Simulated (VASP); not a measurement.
**Sr: single point with r2SCAN**

Crystal: Sr.

```
Sr
1.0
    -2.43500    2.43500    2.43500
     2.43500   -2.43500    2.43500
     2.43500    2.43500   -2.43500
Sr
1
Direct
  0.00000 0.00000 0.00000
```

- Program: VASP 6.6.1
- Task: single point
- Functional: r2SCAN
- Potentials or basis: VASP PAW PBE potentials, release 64 (Sr_sv)
- Cutoff: 520 eV
- k mesh: 8 × 8 × 8
- Occupations: fermi-dirac, width 0.05 eV
- Spin: no spin polarisation
- Dipole correction: no
- Further INCAR settings: ALGO = Normal; EDIFF = 1e-07; NBANDS = 11

| Quantity | Value |
| --- | --- |
| Pressure | -0.3 GPa |
| Band gap on the k mesh | zero (band 5 reaches 1.82 eV, above the bottom of band 6 at 1.42 eV) |

Levels at points of the mesh, in eV from the Fermi level:
```tsv
k point	band 2	band 3	band 4	band 5	band 6	band 7	band 8	band 9
(0.00, 0.00, 0.00)	-19.38	-19.38	-19.38	-3.75	2.69	2.69	2.69	3.99
(0.50, 0.00, 0.00)	-19.55	-19.44	-19.38	-0.92	0.07	1.47	3.83	4.49
(0.50, 0.50, 0.50)	-19.50	-19.50	-19.50	-0.02	-0.02	3.68	3.68	3.68
```

Wall time 24 s on 1 thread of Intel(R) Xeon(R) 6975P-C (Granite Rapids) (shared host), peak memory 0.18 GiB.

Caveat: the PAW data sets were made with another functional, which shifts forces and pressure a little.
